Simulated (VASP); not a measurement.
# BaBeC5 (P4/mmm) in VASP: single point with PBE

Aim: the single point of BaBeC5 with PBE.

All numbers are computed with VASP 6.6.1; they aren't measurements. Logs are shortened: lines on timing, memory, paths and dates and some standing lists are left out, and cuts for length are marked.

## 1. The cell of the first run

The structure is tetragonal, space group P4/mmm (No. 123). Conventional cell: a = 3.885 Å, b = 3.885 Å, c = 6.817 Å, α = 90.00°, β = 90.00°, γ = 90.00°. Within 3.2 Å of Ba (site symmetry 4/mmm) lie 8 C at 2.40 Å. Be (site symmetry 4/mmm) has 12 C at 2.75 to 2.78 Å within 3.6 Å. Within 3.2 Å of C (site symmetry 2mm) lie 2 Ba at 2.40 Å and 7 C at 2.75 to 2.83 Å and 2 Be at 2.78 Å. C (site symmetry 4/mmm) has 4 Be at 2.75 Å and 8 C at 2.78 Å and 2 Ba at 3.41 Å within 3.6 Å.

## 2. Single point, PBE

Contents of INCAR:

```
SYSTEM = BaBeC5
PREC = Accurate
ENCUT = 520
EDIFF = 1E-6
ISMEAR = 0
SIGMA = 0.1
LREAL = .FALSE.
LASPH = .TRUE.
NELM = 60
ALGO = Normal
ISIF = 2
LWAVE = .FALSE.
LCHARG = .FALSE.
GGA = PE
NBANDS = 25
```

Contents of KPOINTS:

```
regular mesh
0
G
  4 4 4
  0 0 0
```

Contents of POSCAR:

```
BaBeC5
1.0
    3.8845199000      0.0000000000      0.0000000000
    0.0000000000      3.8845199000      0.0000000000
    0.0000000000      0.0000000000      6.8168719700
Ba Be C
1 1 5
Direct
    0.0000000000      0.0000000000      0.5000000000
    0.5000000000      0.5000000000      0.0000000000
    0.0000000000      0.5000000000      0.2924455100
    0.0000000000      0.5000000000      0.7075544900
    0.5000000000      0.0000000000      0.2924455100
    0.5000000000      0.0000000000      0.7075544900
    0.0000000000      0.0000000000      0.0000000000
```

Potentials or basis: VASP PAW PBE potentials, release 64 (Ba_sv, Be, C).

On the command line:

```bash
> cat potpaw_PBE.64/Ba_sv/POTCAR potpaw_PBE.64/Be/POTCAR potpaw_PBE.64/C/POTCAR > POTCAR
> mpirun -np 1 vasp_std > vasp.out
```

OUTCAR:

```text
SYSTEM = BaBeC5
   PREC = Accurate
   ENCUT = 520
   EDIFF = 1E-6
   ISMEAR = 0
   LREAL = .FALSE.
   LASPH = .TRUE.
   NELM = 60
   ISIF = 2
   GGA = PE

 ion  position               nearest neighbor table
   1  0.000  0.000  0.500-   3 2.40   4 2.40   5 2.40   6 2.40   3 2.40   4 2.40   5 2.40   6 2.40
                             7 3.41   7 3.41
   2  0.500  0.500  0.000-
   3  0.000  0.500  0.292-   1 2.40   1 2.40
   4  0.000  0.500  0.708-   1 2.40   1 2.40
   5  0.500  0.000  0.292-   1 2.40   1 2.40
   6  0.500  0.000  0.708-   1 2.40   1 2.40
   7  0.000  0.000  0.000-   1 3.41   1 3.41

  LATTYP: Found a simple tetragonal cell.
 ALAT       =     3.8845199000
 C/A-ratio  =     1.7548814642

  Lattice vectors:

 A1 = (   3.8845199000,   0.0000000000,   0.0000000000)
 A2 = (   0.0000000000,   3.8845199000,   0.0000000000)
 A3 = (   0.0000000000,   0.0000000000,   6.8168719700)

Analysis of symmetry for initial positions (statically):
=====================================================================
 Subroutine PRICEL returns:
 Original cell was already a primitive cell.

 Routine SETGRP: Setting up the symmetry group for a
 simple tetragonal supercell.

 Subroutine GETGRP returns: Found 16 space group operations
 (whereof 16 operations were pure point group operations)
 out of a pool of 16 trial point group operations.

The static configuration has the point symmetry D_4h.

Analysis of symmetry for dynamics (positions and initial velocities):
=====================================================================
 Subroutine PRICEL returns:
 Original cell was already a primitive cell.

 Routine SETGRP: Setting up the symmetry group for a
 simple tetragonal supercell.

 Subroutine GETGRP returns: Found 16 space group operations
 (whereof 16 operations were pure point group operations)
 out of a pool of 16 trial point group operations.

The dynamic configuration has the point symmetry D_4h.

 Subroutine INISYM returns: Found 16 space group operations
 (whereof 16 operations are pure point group operations),
 and found     1 'primitive' translations

----------------------------------------------------------------------------------------
[... 95 lines left out ...]
   NELM   =     60;   NELMIN=  2; NELMDL= -5     # of ELM steps
   EDIFF  = 0.1E-05   stopping-criterion for ELM
   LREAL  =      F    real-space projection
   EDIFFG = 0.1E-04   stopping-criterion for IOM
   NSW    =      0    number of steps for IOM
   IBRION =     -1    ionic relax: 0-MD 1-quasi-New 2-CG
   NFREE  =      0    steps in history (QN), initial steepest desc. (CG)
   ISIF   =      2    stress and relaxation
   ISYM   =      2    0-nonsym 1-usesym 2-fastsym
   POTIM  = 0.5000    time-step for ionic-motion
   TEBEG  =    0.0;   TEEND  =   0.0 temperature during run
   PSTRESS=    0.0 pullay stress
   NELECT =      32.0000    total number of electrons
   NUPDOWN=      -1.0000    fix difference up-down
   EMIN   =  10.00;   EMAX   =-10.00  energy-range for DOS
   EFERMI =   0.00;   METHOD = LEGACY
   ISMEAR =     0;   SIGMA  =   0.10  broadening in eV -4-tet -1-fermi 0-gaus
   EFERMI_NEDOS =   21; number of points for ismear=-14 and -15
   IALGO  =     38    algorithm
   IMIX   =      4    mixing-type and parameters
     AMIX     =   0.40;   BMIX     =  1.00
     AMIX_MAG =   1.60;   BMIX_MAG =  1.00
  volume/ion in A,a.u.               =      14.69        99.16
  Fermi-wavevector in a.u.,A,eV,Ry     =   1.109272  2.096221 16.741769  1.230485
  Thomas-Fermi vector in A             =   2.245810
   LORBIT       =      0    0 simple, 1 ext, 2 COOP (PROOUT), +10 PAW based schemes
   GGA     = PE    functional components
   LHFCALC =     F    Hartree Fock is set to
   AEXX    =    0.0000 exact exchange contribution
   IVDW    =     0    specifies the selected vdW correction
   LEPSILON=     F    determine dielectric tensor
   LRPA    =     F    only Hartree local field effects (RPA)
 non-spin polarized calculation
 Gauss-broadening in eV      SIGMA  =   0.10
  energy-cutoff  :      520.00
  volume of cell :      102.86
 maximum number of plane-waves:      2796
 NGX is ok and might be reduce to    30
   NGX = 15   NGY = 15   NGZ = 25

 number of electron      32.0000001 magnetization

 Free energy of the ion-electron system (eV)
  ---------------------------------------------------
  ext. energy  EPLUGINS =         0.00000000
  ---------------------------------------------------
  free energy    TOTEN  =       -23.67071754 eV

  energy without entropy =      -23.63982821  energy(sigma->0) =      -23.65527288

 E-fermi :   2.4873     XC(G=0):  -9.9418

 val. band max:        2.4600826160   @ k =   0.5000   0.0000   0.2500
 cond. band min:       2.4906252333   @ k =   0.2500   0.0000   0.5000
 fundamental gap:      0.0305426173
 Fermi energy:         2.4873482972

 k-point     1 :       0.0000    0.0000    0.0000
  band No.  band energies     occupation
      1     -23.6533      2.00000
      2     -11.3051      2.00000
      3      -9.1570      2.00000
      4      -9.1570      2.00000
      5      -8.5645      2.00000
      6      -6.0379      2.00000
[... 493 lines left out ...]
     24       5.3195      0.00000
     25       5.5840      0.00000

------------------------ aborting loop because EDIFF is reached ----------------------------------------

  FORCE on cell =-STRESS in cart. coord.  units (eV):
  Direction    XX          YY          ZZ          XY          YZ          ZX
  --------------------------------------------------------------------------------------
  -------------------------------------------------------------------------------------
  Total       -0.5507497     -0.5507497     -1.0159590      0.0000000     -0.0000000      0.0000000
  in kB       -8.5783741     -8.5783741    -15.8243878      0.0000000     -0.0000000      0.0000000
  external PRESSURE =     -10.9937120 kB  Pullay stress =       0.0000000 kB

 VOLUME and BASIS-vectors are now :
 -----------------------------------------------------------------------------
  energy-cutoff  :      520.00
  volume of cell :      102.86
      direct lattice vectors                 reciprocal lattice vectors
     3.884519900  0.000000000  0.000000000     0.257432070  0.000000000  0.000000000
     0.000000000  3.884519900  0.000000000     0.000000000  0.257432070  0.000000000
     0.000000000  0.000000000  6.816871970     0.000000000  0.000000000  0.146694848

 POSITION                                       TOTAL-FORCE (eV/Angst)
 -----------------------------------------------------------------------------------
      0.00000      0.00000      3.40844         0.000000      0.000000      0.000000
      1.94226      1.94226      0.00000         0.000000      0.000000      0.000000
      0.00000      1.94226      1.99356        -0.000000      0.000000     -3.283909
      0.00000      1.94226      4.82331         0.000000     -0.000000      3.283909
      1.94226      0.00000      1.99356         0.000000      0.000000     -3.283909
      1.94226      0.00000      4.82331        -0.000000     -0.000000      3.283909
      0.00000      0.00000      0.00000         0.000000      0.000000      0.000000
 -----------------------------------------------------------------------------------
    total drift:                                0.000000     -0.000000     -0.000000

  FREE ENERGIE OF THE ION-ELECTRON SYSTEM (eV)
  ---------------------------------------------------
  free  energy   TOTEN  =       -23.6707175402 eV

  energy  without entropy=      -23.6398282111  energy(sigma->0) =      -23.65527288
```

OSZICAR:

```text
N       E                     dE             d eps       ncg     rms          rms(c)
DAV:   1     0.132066078887E+03    0.13207E+03   -0.14223E+04   900   0.114E+03
DAV:   2    -0.156084570677E+02   -0.14767E+03   -0.13596E+03  1291   0.205E+02
DAV:   3    -0.272124425121E+02   -0.11604E+02   -0.10925E+02  1227   0.547E+01
DAV:   4    -0.276435158532E+02   -0.43107E+00   -0.42320E+00  1232   0.100E+01
DAV:   5    -0.276551526939E+02   -0.11637E-01   -0.11623E-01  1213   0.149E+00    0.235E+01
DAV:   6    -0.268710540805E+02    0.78410E+00   -0.15128E+01  1118   0.172E+01    0.159E+01
DAV:   7    -0.242227583179E+02    0.26483E+01   -0.12131E+01  1177   0.150E+01    0.115E+01
DAV:   8    -0.237410656813E+02    0.48169E+00   -0.20730E+00  1019   0.671E+00    0.173E+00
DAV:   9    -0.236733282222E+02    0.67737E-01   -0.55766E-01  1070   0.337E+00    0.170E+00
DAV:  10    -0.236710832059E+02    0.22450E-02   -0.30356E-02  1027   0.973E-01    0.413E-01
DAV:  11    -0.236705384809E+02    0.54472E-03   -0.45394E-03  1106   0.298E-01    0.113E-01
DAV:  12    -0.236708344804E+02   -0.29600E-03   -0.12969E-03  1151   0.169E-01    0.732E-02
DAV:  13    -0.236707121402E+02    0.12234E-03   -0.37696E-04  1145   0.852E-02    0.144E-02
DAV:  14    -0.236707158534E+02   -0.37132E-05   -0.31488E-05  1040   0.301E-02    0.586E-03
DAV:  15    -0.236707179971E+02   -0.21437E-05   -0.61468E-06  1062   0.117E-02    0.744E-03
DAV:  16    -0.236707175402E+02    0.45692E-06   -0.23005E-06   862   0.665E-03
   1 F= -.23670718E+02 E0= -.23655273E+02  d E =-.308893E-01
```

stdout:

```text
POSCAR found type information on POSCAR BaBeC
 POSCAR found :  3 types and       7 ions
 scaLAPACK will be used
 LDA part: xc-table for (Slater+PW92), standard interpolation
 POSCAR, INCAR and KPOINTS ok, starting setup
 FFT: planning ... GRIDC
 FFT: planning ... GRID_SOFT
 FFT: planning ... GRID
 WAVECAR not read
 entering main loop
```

Run time: 34 s. Hardware: 1 thread of Intel Xeon 6975P-C (Granite Rapids), shared host; peak memory 0.22 GiB.

What came out:

```
Free energy            : -23.6707 eV
Pressure               : -1.1 GPa
Largest force          : 3.284 eV/Å
Band gap on the k mesh : zero (band 16 reaches 3.24 eV, above the bottom of band 17 at 2.11 eV)
```

Forces on the atoms (eV/Å):
```
Ba   0.000  0.000  0.000
Be   0.000  0.000  0.000
C    0.000  0.000 -3.284
C    0.000  0.000  3.284
C    0.000  0.000 -3.284
C    0.000  0.000  3.284
C    0.000  0.000  0.000
```

Stress tensor (GPa, compression positive):
```
-0.86  0.00  0.00
 0.00 -0.86  0.00
 0.00  0.00 -1.58
```

Levels at points of the mesh, in eV from the Fermi level:
```tsv
k point	band 14	band 15	band 16	band 17	band 18	band 19
(0.00, 0.00, 0.00)	-1.62	-1.41	-1.17	0.80	0.80	1.39
(0.50, 0.00, 0.00)	-1.06	-0.56	-0.51	-0.38	0.14	0.20
(0.50, 0.50, 0.00)	-1.54	-1.17	0.20	0.20	0.64	0.96
(0.00, 0.00, 0.50)	-0.36	-0.36	-0.32	0.13	0.13	0.94
(0.50, 0.00, 0.50)	-0.86	-0.13	0.04	0.26	0.42	0.63
(0.50, 0.50, 0.50)	-2.66	0.75	0.75	0.97	1.42	1.85
```

Caveat: the k points lie up to 0.40 Å⁻¹ apart; spin-orbit coupling is left out, which moves the levels of the heavy elements; forces of over 1 eV/Å act on the atoms, so gaps and moduli don't describe the material at rest.
